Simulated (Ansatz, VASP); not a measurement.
## Te: VASP beside Ansatz

The input INCAR:

```
SYSTEM = Te
  ALGO = Normal
  EDIFF = 1E-6
  ENCUT = 520
  GGA = CA
  ISIF = 2
  ISMEAR = -1
  LASPH = .TRUE.
  LCHARG = .FALSE.
  LREAL = .FALSE.
  LWAVE = .FALSE.
  NBANDS = 9
  NELM = 100
  PREC = Accurate
  SIGMA = 0.1
```

The input KPOINTS:

```
k-points
0
G
  15 15 15
  0 0 0
```

File POSCAR:

```
Te
1.0
   -1.5137238002      1.5137238002      1.5137238002
    1.5137238002     -1.5137238002      1.5137238002
    1.5137238002      1.5137238002     -1.5137238002
Te
1
Direct
    0.0000000000      0.0000000000      0.0000000000
```

Input for Ansatz:

```yaml
crystal:
  lattice:
    - [-1.5137238002, 1.5137238002, 1.5137238002]
    - [1.5137238002, -1.5137238002, 1.5137238002]
    - [1.5137238002, 1.5137238002, -1.5137238002]
  atoms:
    - { symbol: Te, position: [0.0, 0.0, 0.0] }
kpoints:
  mp_grid: { grid: [15, 15, 15] }
scf:
  occupations: { method: fermi_dirac, width: 0.1 }
hamiltonian:
  xc: lda
  pseudopotentials: { kind: paw }
output:
  forces: true
  stress: true
  eigenvalues: true
  populations: true
```

Change from the starting cell: volume scaled by 0.52, PAW files.

Alike in both runs: task single point; functional LDA; k mesh 15 × 15 × 15; occupations fermi-dirac, width 0.1 eV; no spin polarisation.

```csv
,VASP,Ansatz
version,VASP 6.6.1,Ansatz 0.2.0
potentials or method,"VASP PAW LDA potentials, release 64 (Te)","PAW with Ansatz's default frozen-core files, scalar-relativistic"
plane-wave cutoff (eV),520,420
valence electrons in the cell,6,16
```

Ansatz gave:

| Item | Value |
| --- | --- |
| pressure (GPa) | 197.3 |

Problem. Estimate VASP's values.

Solution. Pressure (GPa): 201.4.

LDA's correlation is that of Perdew and Zunger in VASP and of Perdew and Wang (1992) in Ansatz. Both programs put the cell under a high pressure, so it lies far from rest at this level. VASP's potentials hold 6 valence electrons a cell and Ansatz's 16, so a difference there can come from the potentials and not from the codes.

Neither program's run includes spin-orbit coupling. Noted on VASP's run: the cell as given lies far from equilibrium.
